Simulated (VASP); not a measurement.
Input of a VASP 6.6.1 run:

File POSCAR:

```
Sb
1.0
    2.7759313250      0.0000000000      0.0000000000
    0.0000000000      2.7759313250      0.0000000000
    0.0000000000      0.0000000000      2.7759313250
Sb
1
Direct
    0.0000000000      0.0000000000      0.0000000000
```

INCAR.step1

```
SYSTEM = Sb
PREC = Accurate
ENCUT = 600
ISMEAR = 0
SIGMA = 0.1
LREAL = .False.
LASPH = .True.
NELM = 80
GGA = PE
ALGO = Normal
EDIFF = 1E-4
LWAVE = .True.
LCHARG = .False.
```

INCAR.step2

```
SYSTEM = Sb
PREC = Accurate
ENCUT = 600
EDIFF = 1E-6
ISMEAR = 0
SIGMA = 0.1
LREAL = .False.
LASPH = .True.
NELM = 80
ALGO = Normal
ISIF = 3
LWAVE = .False.
LCHARG = .False.
METAGGA = R2SCAN
LMIXTAU = .True.
IBRION = 2
NSW = 70
EDIFFG = -0.008
PSTRESS = 500.0
ISTART = 1
```

The input KPOINTS:

```
regular mesh
0
Gamma
  16 16 16
  0 0 0
```

Potentials or basis: VASP PAW PBE potentials, release 64 (Sb).

Command:

```bash
$ cat potpaw_PBE.64/Sb/POTCAR > POTCAR
$ cp INCAR.step1 INCAR
$ mpirun -np 1 vasp_std > vasp.out
$ cp INCAR.step2 INCAR
$ mpirun -np 1 vasp_std > vasp.out
```

Problem. Predict the relaxed volume.

Solution. 20.62 Å³/atom.

Problem. Predict the relaxed cell.

Solution. a = 2.742 Å, b = 2.742 Å, c = 2.742 Å, α = 90.00°, β = 90.00°, γ = 90.00°.

Problem. What does it give for the space group after relaxing (to 0.1 Å)?

Solution. Pm-3m (No. 221).

The path:
```tsv
step	energy change (eV)	largest force (eV/Å)	pressure (GPa)	volume (Å³)
1	0.0000	0.0000	40.86	21.39
2	1.4620	0.0000	98.73	17.83
3	0.2094	0.0000	49.57	20.65
4	0.2187	0.0000	49.96	20.62
```

Caveat: the cell is relaxed towards a set pressure, so the run minimises the enthalpy, not the energy; the PAW data sets were made with another functional, which shifts forces and pressure a little.
